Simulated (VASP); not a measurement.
Input of a VASP 6.6.1 run:

The input INCAR:

```
PREC = Accurate
ENCUT = 1340
EDIFF = 1E-6
ISMEAR = 0
SIGMA = 0.01
LREAL = False
LASPH = True
NELM = 120
ALGO = Normal
ISIF = 2
LWAVE = False
LCHARG = False
GGA = CA
NBANDS = 28
GGA_COMPAT = False
```

File KPOINTS:

```
regular mesh
0
Gamma
  6 6 6
```

File POSCAR:

```
BaZrO3
1.0
    4.1473626851      0.0000000000      0.0000000000
    0.0000000000      4.1473626851      0.0000000000
    0.0000000000      0.0000000000      4.1473626851
Ba Zr O
1 1 3
Direct
    0.0000000000      0.0000000000      0.0000000000
    0.5000000000      0.5000000000      0.5000000000
    0.0000000000      0.5000000000      0.5000000000
    0.5000000000      0.0000000000      0.5000000000
    0.5000000000      0.5000000000      0.0000000000
```

Potentials or basis: VASP PAW LDA potentials, release 64 (Ba_sv, Zr_sv, O_h).

Run with:

```console
$ cat potpaw_LDA.64/Ba_sv/POTCAR potpaw_LDA.64/Zr_sv/POTCAR potpaw_LDA.64/O_h/POTCAR > POTCAR
$ mpirun -np 1 vasp_std > vasp.out
```

Question: Estimate the band gap on the k mesh.

Answer: 3.14 eV (least direct gap 3.31 eV).

Question: Estimate the pressure.

Answer: 1.3 GPa.

Caveat: spin-orbit coupling is left out, which moves the levels of the heavy elements. A k mesh can miss the band edges.
